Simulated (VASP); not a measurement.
# NiSb (P6_3/mmc) in VASP: notebook

Runs on NiSb. Level: r2SCAN. Tasks: single point.

Program: VASP 6.6.1. These are calculated values, not measurements. Logs are shortened: lines on timing, memory, paths and dates and some standing lists are left out, and cuts for length are marked.

### Step 1. The cell of the first run

Symmetry: P6_3/mmc, No. 194, hexagonal system. Conventional cell: a = 3.928 Å, b = 3.928 Å, c = 5.120 Å, α = 90.00°, β = 90.00°, γ = 120.00°. Ni (site symmetry -3m) has 2 Ni at 2.56 Å and 6 Sb at 2.60 Å within 3.4 Å. Within 3.5 Å of Sb (site symmetry -6m2) lie 6 Ni at 2.60 Å and 6 Sb at 3.42 Å.

### Step 2. Single point, r2SCAN, collinear spin, ferromagnetic start

File POSCAR:

```
NiSb
1.0
    3.9280000000      0.0000000000      0.0000000000
   -1.9640000000      3.4017477861      0.0000000000
    0.0000000000      0.0000000000      5.1200000000
Ni Sb
2 2
Direct
    0.0000000000      0.0000000000      0.0000000000
    0.0000000000      0.0000000000      0.5000000000
    0.3333333333      0.6666666667      0.2500000000
    0.6666666667      0.3333333333      0.7500000000
```

File INCAR.step1:

```
PREC = Accurate
ENCUT = 520
ISMEAR = 0
SIGMA = 0.1
LREAL = False
LASPH = True
NELM = 150
ISPIN = 2
MAGMOM = 2 2 0 0
LMAXMIX = 4
NBANDS = 27
GGA = PE
ALGO = Normal
EDIFF = 1E-4
LWAVE = True
LCHARG = False
```

File INCAR.step2:

```
PREC = Accurate
ENCUT = 520
EDIFF = 1E-7
ISMEAR = 0
SIGMA = 0.1
LREAL = False
LASPH = True
NELM = 150
ALGO = Normal
ISIF = 2
LWAVE = False
LCHARG = False
ISPIN = 2
MAGMOM = 2 2 0 0
LORBIT = 11
LMAXMIX = 4
METAGGA = R2SCAN
LMIXTAU = True
NBANDS = 27
ISTART = 1
```

File KPOINTS:

```
Automatic mesh
0
Gamma
  6 6 4
```

Potentials or basis: VASP PAW PBE potentials, release 64 (Ni, Sb).

Command:

```sh
> cat potpaw_PBE.64/Ni/POTCAR potpaw_PBE.64/Sb/POTCAR > POTCAR
> cp INCAR.step1 INCAR
> mpirun -np 1 vasp_std > vasp.out
> cp INCAR.step2 INCAR
> mpirun -np 1 vasp_std > vasp.out
```

OUTCAR:

```text
PREC = Accurate
   ENCUT = 520
   EDIFF = 1E-7
   ISMEAR = 0
   LREAL = False
   LASPH = True
   NELM = 150
   ISIF = 2
   ISPIN = 2
   LORBIT = 11
   METAGGA = R2SCAN
   ISTART = 1

 ion  position               nearest neighbor table
   1  0.000  0.000  0.000-   2 2.56   2 2.56   4 2.60   3 2.60   4 2.60   3 2.60   4 2.60   3 2.60

   2  0.000  0.000  0.500-   1 2.56   1 2.56   4 2.60   3 2.60   4 2.60   3 2.60   4 2.60   3 2.60

   3  0.333  0.667  0.250-   1 2.60   2 2.60   1 2.60   2 2.60   1 2.60   2 2.60   4 3.42   4 3.42
                             4 3.42   4 3.42   4 3.42   4 3.42
   4  0.667  0.333  0.750-   1 2.60   2 2.60   1 2.60   2 2.60   1 2.60   2 2.60   3 3.42   3 3.42
                             3 3.42   3 3.42   3 3.42   3 3.42

  LATTYP: Found a hexagonal cell.
 ALAT       =     3.9280000000
 C/A-ratio  =     1.3034623218

  Lattice vectors:

 A1 = (   3.9280000000,   0.0000000000,   0.0000000000)
 A2 = (  -1.9640000000,   3.4017477861,   0.0000000000)
 A3 = (   0.0000000000,   0.0000000000,   5.1200000000)

Analysis of symmetry for initial positions (statically):
=====================================================================
 Subroutine PRICEL returns:
 Original cell was already a primitive cell.

 Routine SETGRP: Setting up the symmetry group for a
 hexagonal supercell.

 Subroutine GETGRP returns: Found 24 space group operations
 (whereof 12 operations were pure point group operations)
 out of a pool of 24 trial point group operations.

The static configuration has the point symmetry D_3d.
 The point group associated with its full space group is D_6h.

Analysis of symmetry for dynamics (positions and initial velocities):
=====================================================================
 Subroutine PRICEL returns:
 Original cell was already a primitive cell.

 Routine SETGRP: Setting up the symmetry group for a
 hexagonal supercell.

 Subroutine GETGRP returns: Found 24 space group operations
 (whereof 12 operations were pure point group operations)
 out of a pool of 24 trial point group operations.

The dynamic configuration has the point symmetry D_3d.
 The point group associated with its full space group is D_6h.

Analysis of structural, dynamic, and magnetic symmetry:
=====================================================================
[... 135 lines left out ...]
   LORBIT       =     11    0 simple, 1 ext, 2 COOP (PROOUT), +10 PAW based schemes
   METAGGA = R2SCAN    functional components
   LHFCALC =     F    Hartree Fock is set to
   AEXX    =    0.0000 exact exchange contribution
   IVDW    =     0    specifies the selected vdW correction
   LEPSILON=     F    determine dielectric tensor
   LRPA    =     F    only Hartree local field effects (RPA)
 spin polarized calculation
 Gauss-broadening in eV      SIGMA  =   0.10
  energy-cutoff  :      520.00
  volume of cell :       68.41
 maximum number of plane-waves:      1892
 NGX is ok and might be reduce to    30
   NGX = 15   NGY = 15   NGZ = 19

 number of electron      30.0000035 magnetization       0.0000006

 number of electron      30.0000035 magnetization      -0.0000002

 Free energy of the ion-electron system (eV)
  ---------------------------------------------------
  ext. energy  EPLUGINS =         0.00000000
  ---------------------------------------------------
  free energy    TOTEN  =       -76.34174148 eV

  energy without entropy =      -76.32738426  energy(sigma->0) =      -76.33456287

 E-fermi :  10.0577     XC(G=0): -12.2691

 val. band max:       10.0037002770   @ k =   0.1667   0.0000   0.5000
 cond. band min:      10.0825110601   @ k =   0.3333   0.1667   0.2500
 fundamental gap:      0.0788107832
 Fermi energy:        10.0576652224

 spin component 1

 k-point     1 :       0.0000    0.0000    0.0000
  band No.  band energies     occupation
      1      -3.6017      1.00000
      2       1.2674      1.00000
      3       3.3631      1.00000
      4       5.8458      1.00000
      5       5.8458      1.00000
      6       6.6701      1.00000
[... 619 lines left out ...]
     26      19.6069      0.00000
     27      20.5048      0.00000
 Fermi energy:        10.0576652224

 spin component 2

 k-point     1 :       0.0000    0.0000    0.0000
  band No.  band energies     occupation
      1      -3.6017      1.00000
      2       1.2674      1.00000
      3       3.3631      1.00000
      4       5.8458      1.00000
      5       5.8458      1.00000
      6       6.6701      1.00000
[... 619 lines left out ...]
     26      19.6069      0.00000
     27      20.5048      0.00000

------------------------ aborting loop because EDIFF is reached ----------------------------------------

  FORCE on cell =-STRESS in cart. coord.  units (eV):
  Direction    XX          YY          ZZ          XY          YZ          ZX
  --------------------------------------------------------------------------------------
  -------------------------------------------------------------------------------------
  Total        0.0248252      0.0248252      0.4119616      0.0000000      0.0000000     -0.0000000
  in kB        0.5813804      0.5813804      9.6476988      0.0000000      0.0000000     -0.0000000
  external PRESSURE =       3.6034865 kB  Pullay stress =       0.0000000 kB

 VOLUME and BASIS-vectors are now :
 -----------------------------------------------------------------------------
  energy-cutoff  :      520.00
  volume of cell :       68.41
      direct lattice vectors                 reciprocal lattice vectors
     3.928000000  0.000000000  0.000000000     0.254582485  0.146983266  0.000000000
    -1.964000000  3.401747786  0.000000000     0.000000000  0.293966532  0.000000000
     0.000000000  0.000000000  5.120000000     0.000000000  0.000000000  0.195312500

 POSITION                                       TOTAL-FORCE (eV/Angst)
 -----------------------------------------------------------------------------------
      0.00000      0.00000      0.00000         0.000000     -0.000000     -0.000000
      0.00000      0.00000      2.56000         0.000000     -0.000000     -0.000000
     -0.00000      2.26783      1.28000        -0.000000     -0.000000      0.000000
      1.96400      1.13392      3.84000         0.000000      0.000000     -0.000000
 -----------------------------------------------------------------------------------
    total drift:                                0.000000     -0.000000     -0.000000

  FREE ENERGIE OF THE ION-ELECTRON SYSTEM (eV)
  ---------------------------------------------------
  free  energy   TOTEN  =       -76.3417414787 eV

  energy  without entropy=      -76.3273842640  energy(sigma->0) =      -76.33456287

 total charge

# of ion       s       p       d       tot
------------------------------------------
    1        0.459   0.508   8.477   9.445
    2        0.459   0.508   8.477   9.445
    3        1.109   1.239   0.078   2.425
    4        1.109   1.239   0.078   2.425
--------------------------------------------------
tot          3.136   3.494  17.109  23.739

 magnetization (x)

# of ion       s       p       d       tot
------------------------------------------
    1        0.000   0.000  -0.000  -0.000
    2        0.000   0.000  -0.000  -0.000
    3       -0.000  -0.000   0.000  -0.000
    4       -0.000  -0.000   0.000  -0.000
--------------------------------------------------
tot          0.000  -0.000  -0.000  -0.000
```

OUTCAR.step1:

```text
PREC = Accurate
   ENCUT = 520
   ISMEAR = 0
   LREAL = False
   LASPH = True
[... 1512 lines left out ...]
      0.00000      0.00000      0.00000        -0.000000      0.000000      0.000000
      0.00000      0.00000      2.56000        -0.000000      0.000000      0.000000
     -0.00000      2.26783      1.28000        -0.000000      0.000000     -0.000000
      1.96400      1.13392      3.84000         0.000000     -0.000000     -0.000000
 -----------------------------------------------------------------------------------
    total drift:                                0.000000     -0.000000     -0.000000

  FREE ENERGIE OF THE ION-ELECTRON SYSTEM (eV)
  ---------------------------------------------------
  free  energy   TOTEN  =       -20.2673758033 eV

  energy  without entropy=      -20.2539780027  energy(sigma->0) =      -20.26067690
```

Run time: 7.7 min. Hardware: 1 thread of Oxide Virtual Turin-like, shared host; peak memory 0.23 GiB.

Results:

| Quantity | Value |
| --- | --- |
| Free energy | -76.3417 eV |
| Pressure | 0.4 GPa |
| Band gap on the k mesh | zero (filled and empty bands overlap) |
| Net moment | 0.00 μB per cell |
| Valence electrons inside the program's atomic spheres | Ni 9.45; Sb 2.42 |

Levels at points of the mesh, in eV from the Fermi level:
Spin up:
| k point | band 13 | band 14 | band 15 | band 16 | band 17 | band 18 |
| --- | --- | --- | --- | --- | --- | --- |
| (0.00, 0.00, 0.00) | -0.18 | 0.48 | 0.48 | 2.47 | 2.47 | 3.47 |
| (0.50, 0.00, 0.00) | -1.78 | -1.58 | -1.50 | -0.35 | 1.08 | 3.60 |
| (0.00, 0.00, 0.50) | 0.29 | 0.29 | 2.07 | 2.07 | 2.07 | 2.07 |
| (0.50, 0.00, 0.50) | -2.04 | -2.04 | 0.09 | 0.09 | 1.75 | 1.75 |
Spin down:
| k point | band 11 | band 12 | band 13 | band 14 | band 15 | band 16 | band 17 | band 18 | band 19 | band 20 |
| --- | --- | --- | --- | --- | --- | --- | --- | --- | --- | --- |
| (0.00, 0.00, 0.00) | -1.50 | -1.50 | -0.18 | 0.48 | 0.48 | 2.47 | 2.47 | 3.47 | 4.21 | 5.69 |
| (0.50, 0.00, 0.00) | -2.33 | -2.04 | -1.78 | -1.58 | -1.50 | -0.35 | 1.08 | 3.60 | 4.08 | 5.48 |
| (0.00, 0.00, 0.50) | -2.34 | -2.34 | 0.29 | 0.29 | 2.07 | 2.07 | 2.07 | 2.07 | 5.48 | 5.48 |
| (0.50, 0.00, 0.50) | -2.15 | -2.15 | -2.04 | -2.04 | 0.09 | 0.09 | 1.75 | 1.75 | 5.48 | 5.48 |

Caveat: the PAW data sets were made with another functional, which shifts forces and pressure a little; spin-orbit coupling is left out, which moves the levels of the heavy elements.

### Step 3. Single point, r2SCAN (16.10 Å³/atom)

This run uses another cell than the first one, of 16.10 Å³/atom.

File POSCAR:

```
NiSb
1.0
    3.8523612148      0.0000000000      0.0000000000
   -1.9261806074      3.3362426766      0.0000000000
    0.0000000000      0.0000000000      5.0114716341
Ni Sb
2 2
Direct
    0.0000000000      0.0000000000      0.0000000000
    0.0000000000      0.0000000000      0.5000000000
    0.3333333333      0.6666666667      0.2500000000
    0.6666666667      0.3333333333      0.7500000000
```

File INCAR.step1:

```
PREC = Accurate
ENCUT = 520
ISMEAR = 0
SIGMA = 0.1
LREAL = F
LASPH = T
NELM = 60
NBANDS = 23
GGA = PE
ALGO = Normal
EDIFF = 1E-4
LWAVE = T
LCHARG = F
```

File INCAR.step2:

```
PREC = Accurate
ENCUT = 520
EDIFF = 1E-7
ISMEAR = 0
SIGMA = 0.1
LREAL = F
LASPH = T
NELM = 60
ALGO = Normal
ISIF = 2
LWAVE = F
LCHARG = F
METAGGA = R2SCAN
LMIXTAU = T
NBANDS = 23
ISTART = 1
```

File KPOINTS:

```
regular mesh
0
Gamma
  12 12 8
```

Potentials or basis: VASP PAW PBE potentials, release 64 (Ni, Sb).

Command:

```sh
> cat potpaw_PBE.64/Ni/POTCAR potpaw_PBE.64/Sb/POTCAR > POTCAR
> cp INCAR.step1 INCAR
> mpirun -np 1 vasp_std > vasp.out
> cp INCAR.step2 INCAR
> mpirun -np 1 vasp_std > vasp.out
```

Run time: 13 min. Hardware: 1 thread of Oxide Virtual Turin-like, shared host; peak memory 0.25 GiB.

Results (log left out):

- Free energy: -76.2589 eV
- Pressure: 9.0 GPa
- Band gap on the k mesh: zero (bands 15 and 16 overlap by 3.85 eV)

Stress tensor (GPa, compression positive):
```
8.91 0.00 0.00
0.00 8.91 0.00
0.00 0.00 9.05
```

Levels at points of the mesh, in eV from the Fermi level:
| k point | band 13 | band 14 | band 15 | band 16 | band 17 | band 18 |
| --- | --- | --- | --- | --- | --- | --- |
| (0.00, 0.00, 0.00) | -0.14 | 0.54 | 0.54 | 2.67 | 2.67 | 3.56 |
| (0.50, 0.00, 0.00) | -1.90 | -1.69 | -1.60 | -0.21 | 1.20 | 3.66 |
| (0.00, 0.00, 0.50) | 0.54 | 0.54 | 2.25 | 2.25 | 2.25 | 2.25 |
| (0.50, 0.00, 0.50) | -2.19 | -2.19 | 0.09 | 0.09 | 1.98 | 1.98 |

Caveat: the cell stands under pressure; the PAW data sets were made with another functional, which shifts forces and pressure a little; spin-orbit coupling is left out, which moves the levels of the heavy elements.

### Step 4. Single point, r2SCAN (16.62 Å³/atom)

This run uses another cell than the first one, of 16.62 Å³/atom.

File POSCAR:

```
NiSb
1.0
    3.8911693005      0.0000000000      0.0000000000
   -1.9455846502      3.3698514646      0.0000000000
    0.0000000000      0.0000000000      5.0687737556
Ni Sb
2 2
Direct
    0.0000000000      0.0000000000      0.0000000000
    0.0000000000      0.0000000000      0.5000000000
    0.3333333333      0.6666666667      0.2500000000
    0.6666666667      0.3333333333      0.7500000000
```

File INCAR.step1:

```
SYSTEM = NiSb
ALGO     = Normal         ! electronic algorithm
EDIFF    = 1E-4           ! SCF threshold, eV
ENCUT    = 520            ! plane-wave cutoff, eV
GGA      = PE             ! functional
ISMEAR   = 0              ! smearing method
LASPH    = .True.         ! aspherical terms in the spheres
LCHARG   = .False.        ! write CHGCAR
LREAL    = .False.        ! projectors in reciprocal space
LWAVE    = .True.         ! write WAVECAR
NBANDS   = 23             ! bands
NELM     = 100            ! most SCF steps
PREC     = Accurate       ! precision mode
SIGMA    = 0.1            ! smearing width, eV
```

File INCAR.step2:

```
SYSTEM = NiSb
ALGO     = Normal         ! electronic algorithm
EDIFF    = 1E-6           ! SCF threshold, eV
ENCUT    = 520            ! plane-wave cutoff, eV
ISIF     = 2              ! what is computed and relaxed
ISMEAR   = 0              ! smearing method
ISTART   = 1            
LASPH    = .True.         ! aspherical terms in the spheres
LCHARG   = .True.         ! write CHGCAR
LELF     = .True.         ! ELF
LMIXTAU  = .True.       
LREAL    = .False.        ! projectors in reciprocal space
LVHAR    = .True.       
LWAVE    = .False.        ! write WAVECAR
METAGGA  = R2SCAN         ! meta-GGA
NBANDS   = 23             ! bands
NELM     = 100            ! most SCF steps
PREC     = Accurate       ! precision mode
SIGMA    = 0.1            ! smearing width, eV
```

File KPOINTS:

```
k-points
0
Gamma
  12 12 8
  0 0 0
```

Command:

```sh
> cat potpaw_PBE.64/Ni/POTCAR potpaw_PBE.64/Sb/POTCAR > POTCAR
> cp INCAR.step1 INCAR
> mpirun -np 1 vasp_std > vasp.out
> cp INCAR.step2 INCAR
> mpirun -np 1 vasp_std > vasp.out
```

It took 14 min on 1 thread of Oxide Virtual Turin-like, shared host; peak memory 0.25 GiB.

It converged, with:

- Free energy: -76.3417 eV
- Pressure: 4.1 GPa
- Band gap on the k mesh: zero (bands 15 and 16 overlap by 3.70 eV)

Levels at points of the mesh, in eV from the Fermi level:
```
           k point  band 13  band 14  band 15  band 16  band 17  band 18
(0.00, 0.00, 0.00)    -0.13     0.54     0.54     2.60     2.60     3.55
(0.50, 0.00, 0.00)    -1.80    -1.60    -1.51    -0.26     1.17     3.66
(0.00, 0.00, 0.50)     0.44     0.44     2.18     2.18     2.18     2.18
(0.50, 0.00, 0.50)    -2.08    -2.08     0.12     0.12     1.89     1.89
```

Caveat: the cell stands under pressure; the PAW data sets were made with another functional, which shifts forces and pressure a little; spin-orbit coupling is left out, which moves the levels of the heavy elements. Spin polarisation is off, so any magnetic state and its effect on volume and gap are missing.
